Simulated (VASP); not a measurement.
Here is a VASP 6.6.1 calculation.

Contents of INCAR:

```
SYSTEM = Si2W
PREC = Accurate
ENCUT = 520
EDIFF = 1E-7
ISMEAR = 0
SIGMA = 0.15
LREAL = .False.
LASPH = .True.
NELM = 80
ALGO = Normal
ISIF = 2
LWAVE = .False.
LCHARG = .False.
GGA = PE
NBANDS = 18
```

KPOINTS

```
Automatic mesh
0
Gamma
  18 18 18
  0 0 0
```

File POSCAR:

```
Si2W
1.0
   -1.6386752609      1.6386752609      3.8190965631
    1.6386752609     -1.6386752609      3.8190965631
    1.6386752609      1.6386752609     -3.8190965631
Si W
2 1
Direct
    0.3027953053      0.3027953053      0.0000000000
    0.6972046947      0.6972046947      0.0000000000
    0.0000000000      0.0000000000      0.0000000000
```

Potentials or basis: VASP PAW PBE potentials, release 64 (Si, W_sv).

Launch:

```bash
$ cat potpaw_PBE.64/Si/POTCAR potpaw_PBE.64/W_sv/POTCAR > POTCAR
$ mpirun -np 1 vasp_std > vasp.out
```

(1) Predict the largest force.

(2) What does it give for the band gap on the k mesh?

(3) What does it give for the pressure?

## Answers

(1) 4.989 eV/Å.

(2) zero (bands 11 and 12 overlap by 1.73 eV).

(3) 10.0 GPa.

Caveat: the cell stands under pressure; spin-orbit coupling is left out, which moves the levels of the heavy elements; forces of over 1 eV/Å act on the atoms, so gaps and moduli don't describe the material at rest.
